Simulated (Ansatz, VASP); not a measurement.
# One calculation of SnSe, two programs

File INCAR:

```
SYSTEM = SnSe
ALGO = Normal ; EDIFF = 1E-6
ENCUT = 520 ; GGA = PE
ISIF = 2 ; ISMEAR = -1
LASPH = .True. ; LCHARG = .False.
LREAL = .False. ; LWAVE = .False.
NBANDS = 17 ; NELM = 100
PREC = Accurate ; SIGMA = 0.1
```

KPOINTS

```
k-points
0
Gamma
  14 14 14
  0 0 0
```

The input POSCAR:

```
SnSe
1.0
    3.6800460442      0.0000000000      0.0000000000
    0.0000000000      3.6800460442      0.0000000000
    0.0000000000      0.0000000000      3.6800460442
Sn Se
1 1
Direct
    0.0000000000      0.0000000000      0.0000000000
    0.5000000000      0.5000000000      0.5000000000
```

Input for Ansatz:

```yaml
crystal:
  lattice:
    - [3.6800460442, 0.0, 0.0]
    - [0.0, 3.6800460442, 0.0]
    - [0.0, 0.0, 3.6800460442]
  atoms:
    - { symbol: Sn, position: [0.0, 0.0, 0.0] }
    - { symbol: Se, position: [0.5, 0.5, 0.5] }
kpoints:
  mp_grid: { grid: [14, 14, 14] }
  band_path:
    path:
      - [0.0, 0.0, 0.0]
      - [0.0, 0.5, 0.0]
      - [0.5, 0.5, 0.0]
      - [0.0, 0.0, 0.0]
      - [0.5, 0.5, 0.5]
      - [0.0, 0.5, 0.0]
      - [0.5, 0.5, 0.5]
      - [0.5, 0.5, 0.0]
    npoints: 8
scf:
  occupations: { method: fermi_dirac, width: 0.1 }
hamiltonian:
  xc: pbe
  pseudopotentials: { kind: paw }
output:
  forces: true
  stress: true
  eigenvalues: true
  populations: true
  dos: { projected: true, de: 0.2, e_range: [-14, 8] }
  write_density: true
  write_potential: true
  elf: true
  volumetric_format: npy
```

Change from the starting cell: volume scaled by 1, PAW files.

Alike in both runs: task single point; functional PBE; k mesh 14 × 14 × 14; occupations fermi-dirac, width 0.1 eV; no spin polarisation.

```csv
,VASP,Ansatz
version,VASP 6.6.1,Ansatz 0.2.0
potentials or method,"VASP PAW PBE potentials, release 64 (Sn_d, Se)","PAW with Ansatz's default frozen-core files, scalar-relativistic"
plane-wave cutoff (eV),520,420
valence electrons in the cell,20,30
```

|  | VASP | Ansatz | Ansatz less VASP |
| --- | --- | --- | --- |
| pressure (GPa) | 0.0 | 0.0 | 0.00 |

With one functional, cell and mesh, what is left measures potentials, basis and numerics. VASP's potentials hold 20 valence electrons a cell and Ansatz's 30, so a difference there can come from the potentials and not from the codes.
